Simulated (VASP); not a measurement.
Input of a VASP 6.6.1 run:

File INCAR:

```
ALGO = Normal ; EDIFF = 1E-8
ENCUT = 520 ; GGA = CA
ISIF = 2 ; ISMEAR = -1
LASPH = True ; LCHARG = False
LEFG = True ; LREAL = False
LWAVE = False ; NBANDS = 28
NELM = 60 ; PREC = Accurate
SIGMA = 0.03
```

Contents of KPOINTS:

```
k-points
0
Gamma
  7 7 6
```

POSCAR

```
PbO
1.0
    3.9876040837      0.0000000000      0.0000000000
    0.0000000000      3.9876040837      0.0000000000
    0.0000000000      0.0000000000      5.0386845080
Pb O
2 2
Direct
    0.0000000000      0.5000000000      0.2351000000
    0.5000000000      0.0000000000      0.7649000000
    0.0000000000      0.0000000000      0.0000000000
    0.5000000000      0.5000000000      0.0000000000
```

Potentials or basis: VASP PAW LDA potentials, release 64 (Pb_d, O).

Command:

```console
$ cat potpaw_LDA.64/Pb_d/POTCAR potpaw_LDA.64/O/POTCAR > POTCAR
$ mpirun -np 1 vasp_std > vasp.out
```

**Question.** Predict the largest force.

**Answer.** 0.229 eV/Å.

**Question.** Predict the band gap on the k mesh.

**Answer.** 1.46 eV, indirect (least direct gap 2.21 eV).

**Question.** What does it give for the pressure?

**Answer.** -2.4 GPa.

Stress tensor (GPa, compression positive):
```
-2.63  0.00  0.00
 0.00 -2.63  0.00
 0.00  0.00 -2.01
```

Caveat: without QUAD_EFG the Cq values of the log hold for a quadrupole moment of 1 mb, not for the nuclei; spin-orbit coupling is left out, which moves the levels of the heavy elements. A k mesh can miss the band edges.
